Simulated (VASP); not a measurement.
# SrO (P-6m2) in VASP: elastic constants with PBEsol

Aim: the elastic constants of SrO with PBEsol.

All numbers are computed with VASP 6.6.1; they aren't measurements. Logs are shortened: lines on timing, memory, paths and dates and some standing lists are left out, and cuts for length are marked.

### 1 The cell of the first run

The structure is hexagonal, space group P-6m2 (No. 187). The conventional cell has a = 3.478 Å, b = 3.478 Å, c = 3.158 Å, α = 90.00°, β = 90.00°, γ = 120.00°. Sr (site symmetry -6m2) has 6 O at 2.55 Å and 8 Sr at 3.16 to 3.48 Å within 3.5 Å. Within 3.5 Å of O (site symmetry -6m2) lie 6 Sr at 2.55 Å and 8 O at 3.16 to 3.48 Å.

### 2 Elastic constants, PBEsol

INCAR

```
PREC     = Accurate       # precision mode
ENCUT    = 600            # plane-wave cutoff, eV
EDIFF    = 1E-8           # SCF threshold, eV
ISMEAR   = 0              # smearing method
SIGMA    = 0.05           # smearing width, eV
LREAL    = F              # projectors in reciprocal space
LASPH    = T              # aspherical terms in the spheres
NELM     = 80             # most SCF steps
ALGO     = Normal         # electronic algorithm
ISIF     = 3              # what is computed and relaxed
LWAVE    = F              # write WAVECAR
LCHARG   = T              # write CHGCAR
GGA      = PS             # functional
IBRION   = 6              # ionic algorithm
NFREE    = 2            
POTIM    = 0.015          # step
NSW      = 1              # ionic steps
```

KPOINTS

```
regular mesh
0
Gamma
  10 10 10
```

POSCAR

```
SrO
1.0
    3.4780374693      0.0000000000      0.0000000000
   -1.7390187346      3.0120688037      0.0000000000
    0.0000000000      0.0000000000      3.1580101075
Sr O
1 1
Direct
    0.0000000000      0.0000000000      0.0000000000
    0.6666666667      0.3333333333      0.5000000000
```

Potentials or basis: VASP PAW PBE potentials, release 64 (Sr_sv, O).

Started as:

```
$ cat potpaw_PBE.64/Sr_sv/POTCAR potpaw_PBE.64/O/POTCAR > POTCAR
$ mpirun -np 1 vasp_std > vasp.out
```

OUTCAR:

```text
PREC = Accurate
   ENCUT = 600
   EDIFF = 1E-8
   ISMEAR = 0
   LREAL = F
   LASPH = T
   NELM = 80
   ISIF = 3
   GGA = PS
   IBRION = 6
   NFREE = 2
   POTIM = 0.015
   NSW = 1

 ion  position               nearest neighbor table
   1  0.000  0.000  0.000-   2 2.55   2 2.55   2 2.55   2 2.55   2 2.55   2 2.55
   2  0.667  0.333  0.500-   1 2.55   1 2.55   1 2.55   1 2.55   1 2.55   1 2.55

  LATTYP: Found a hexagonal cell.
 ALAT       =     3.4780374693
 C/A-ratio  =     0.9079862237

  Lattice vectors:

 A1 = (   3.4780374693,   0.0000000000,   0.0000000000)
 A2 = (  -1.7390187346,   3.0120688037,   0.0000000000)
 A3 = (   0.0000000000,   0.0000000000,   3.1580101075)

Analysis of symmetry for initial positions (statically):
=====================================================================
 Subroutine PRICEL returns:
 Original cell was already a primitive cell.

 Routine SETGRP: Setting up the symmetry group for a
 hexagonal supercell.

 Subroutine GETGRP returns: Found 12 space group operations
 (whereof 12 operations were pure point group operations)
 out of a pool of 24 trial point group operations.

The static configuration has the point symmetry D_3h.

Analysis of symmetry for dynamics (positions and initial velocities):
=====================================================================
 Subroutine PRICEL returns:
 Original cell was already a primitive cell.

 Routine SETGRP: Setting up the symmetry group for a
 hexagonal supercell.

 Subroutine GETGRP returns: Found 12 space group operations
 (whereof 12 operations were pure point group operations)
 out of a pool of 24 trial point group operations.

The dynamic configuration has the point symmetry D_3h.

 Subroutine INISYM returns: Found 12 space group operations
 (whereof 12 operations are pure point group operations),
 and found     1 'primitive' translations

[... 356 lines left out ...]
     12       9.9396      0.00000
[... 331 lines left out ...]
 k-point    24 :       0.4000    0.1000    0.1000
  band No.  band energies     occupation
      1     -30.6902      2.00000
      2     -14.8238      2.00000
      3     -12.8393      2.00000
      4     -12.2291      2.00000
      5     -11.3744      2.00000
      6       0.0296      2.00000
      7       1.3597      2.00000
      8       1.5166      2.00000
      9       6.0019      0.00000
     10       8.9719      0.00000
     11      10.3063      0.00000
     12      11.4365      0.00000

 [... further k-points ...]
[... 5 lines left out ...]
  --------------------------------------------------------------------------------------
  -------------------------------------------------------------------------------------
  Total        0.1234509      0.1234509      0.1535395      0.0000000      0.0000000      0.0000000
  in kB        5.9784980      5.9784980      7.4356343      0.0000000      0.0000000      0.0000000
  external PRESSURE =       6.4642101 kB  Pullay stress =       0.0000000 kB
[... 17 lines left out ...]
  FREE ENERGIE OF THE ION-ELECTRON SYSTEM (eV)
  ---------------------------------------------------
  free  energy   TOTEN  =       -12.2448353998 eV

  energy  without entropy=      -12.2448353998  energy(sigma->0) =      -12.24483540

 INTERNAL STRAIN TENSORS FROM STRAINED CELLS
 ============================================

 INTERNAL STRAIN TENSOR FOR ION    1 for displacements in x,y,z  (eV/Angst):
          X           Y           Z          XY          YZ          ZX
  --------------------------------------------------------------------------------
  x     0.00000    -0.00000    -0.00000     1.32133    -0.00000    -0.00000
  y     1.32595    -1.32755    -0.00000    -0.00012    -0.00010    -0.00011
  z     0.00000     0.00000     0.00000     0.00000     0.00061     0.00000

 INTERNAL STRAIN TENSORS FROM DISPLACED ATOMS
 ============================================

 INTERNAL STRAIN TENSOR FOR ION    1 for displacements in x,y,z  (eV/Angst):
          X           Y           Z          XY          YZ          ZX
  --------------------------------------------------------------------------------
  x     0.00000    -0.00000     0.00000     1.31764     0.00000     0.00000
  y     1.31764    -1.31764     0.00000    -0.00000     0.00000     0.00000
  z     0.00000     0.00000     0.00000     0.00000     0.00000     0.00000

 INTERNAL STRAIN TENSOR FOR ION    2 for displacements in x,y,z  (eV/Angst):
          X           Y           Z          XY          YZ          ZX
  --------------------------------------------------------------------------------
  x    -0.00000     0.00000    -0.00000    -1.32513     0.00000     0.00000
  y    -1.32513     1.32513     0.00000     0.00000     0.00000     0.00000
  z     0.00000     0.00000     0.00000     0.00000    -0.00000     0.00000

 Eigenvectors and eigenvalues of the dynamical matrix
 ----------------------------------------------------

   1 f  =    7.673681 THz    48.215159 2PiTHz  255.966442 cm-1    31.735780 meV
             X         Y         Z           dx          dy          dz
      0.000000  0.000000  0.000000     0.339062    0.198942    0.000000
      1.739019  1.004023  1.579005    -0.793056   -0.465319   -0.000000
[... 21 lines left out ...]
   6 f/i=    0.003425 THz     0.021519 2PiTHz    0.114240 cm-1     0.014164 meV
             X         Y         Z           dx          dy          dz
      0.000000  0.000000  0.000000     0.000000    0.000000    0.919347
      1.739019  1.004023  1.579005     0.000000    0.000000    0.393447

--------------------------------------------------------------------------------------------------------

 ELASTIC MODULI CONTR FROM IONIC RELAXATION (kBar)
 Direction    XX          YY          ZZ          XY          YZ          ZX
 --------------------------------------------------------------------------------
 XX         -25.9312     25.9312     -0.0000     -0.0000      0.0000      0.0000
 YY          25.9312    -25.9312      0.0000     -0.0000     -0.0000      0.0000
 ZZ          -0.0000     -0.0000     -0.0000     -0.0000      0.0000      0.0000
 XY          -0.0000     -0.0000     -0.0000    -25.9312      0.0000      0.0000
 YZ           0.0000     -0.0000      0.0000      0.0000     -0.0000      0.0000
 ZX           0.0000      0.0000      0.0000      0.0000      0.0000      0.0000
 --------------------------------------------------------------------------------

 TOTAL ELASTIC MODULI (kBar)
 Direction    XX          YY          ZZ          XY          YZ          ZX
 --------------------------------------------------------------------------------
 XX        1612.9675    721.9928    187.1514      0.0000     -0.0000      0.0000
 YY         721.9928   1612.9675    187.1514      0.0000      0.0000      0.0000
 ZZ         187.1514    187.1514   2716.4935      0.0000     -0.0000     -0.0000
 XY           0.0000      0.0000      0.0000    445.4873      0.0000      0.0000
 YZ          -0.0000      0.0000     -0.0000      0.0000    140.8113      0.0000
 ZX           0.0000      0.0000     -0.0000      0.0000      0.0000    140.8113
 --------------------------------------------------------------------------------
```

Wall time 8.9 min (1 thread of Intel Xeon 6975P-C (Granite Rapids), shared host); peak memory 0.4 GiB.

What came out:

- Voigt bulk modulus: 90 GPa
- Highest phonon frequency at Γ, LO-TO splitting left out: 256 cm⁻¹

Phonon frequencies in cm⁻¹ (negative: imaginary):
```csv
q point,frequencies
"(0.000, 0.000, 0.000)",0 0 0 212 256 256
```

Elastic tensor in Voigt notation (GPa, in the Cartesian axes of the cell as first typed):
```
161  72  19   0   0   0
 72 161  19   0   0   0
 19  19 272   0   0   0
  0   0   0  14   0   0
  0   0   0   0  14   0
  0   0   0   0   0  45
```

Clamped-ion elastic tensor (GPa):
```
164  70  19   0   0   0
 70 164  19   0   0   0
 19  19 272   0   0   0
  0   0   0  14   0   0
  0   0   0   0  14   0
  0   0   0   0   0  47
```

Caveat: the PAW data sets were made with another functional, which shifts forces and pressure a little.
